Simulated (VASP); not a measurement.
LiH, 2 atoms in the cell. It takes space group I4/mmm (No. 139, tetragonal). The conventional cell has a = 2.725 Å, b = 2.725 Å, c = 3.997 Å, α = 90.00°, β = 90.00°, γ = 90.00°. Li (site symmetry 4/mmm) has 6 H at 1.93 to 2.00 Å within 2.6 Å. H (site symmetry 4/mmm) has 6 Li at 1.93 to 2.00 Å within 2.6 Å.  This cell differs from its parent crystal: biaxial xy strain -3.6%.

| Quantity | Value |
| --- | --- |
| Program | VASP 6.6.1 |
| Task | single point |
| Functional | r2SCAN |
| Potentials or basis | VASP PAW PBE potentials, release 64 (Li_sv, H) |
| Cutoff | 520 eV |
| k mesh | 10 × 10 × 10 |
| Occupations | gaussian, width 0.01 eV |
| Spin | no spin polarisation |
| Dipole correction | no |
| Further INCAR settings | ALGO = Normal; EDIFF = 1e-06; NBANDS = 9 |

Potentials or basis: VASP PAW PBE potentials, release 64 (Li_sv, H).

Launch:

```sh
$ cat potpaw_PBE.64/Li_sv/POTCAR potpaw_PBE.64/H/POTCAR > POTCAR
$ cp INCAR.step1 INCAR
$ mpirun -np 1 vasp_std > vasp.out
$ cp INCAR.step2 INCAR
$ mpirun -np 1 vasp_std > vasp.out
```

Hardware: 1 thread of Intel Xeon 8259CL, on a shared host.

**Question.** Estimate the wall time of this run.

**Answer.** Run time: 79 s on 1 thread of Intel Xeon 8259CL (shared host), peak memory 0.14 GiB. Counts: k points 102.
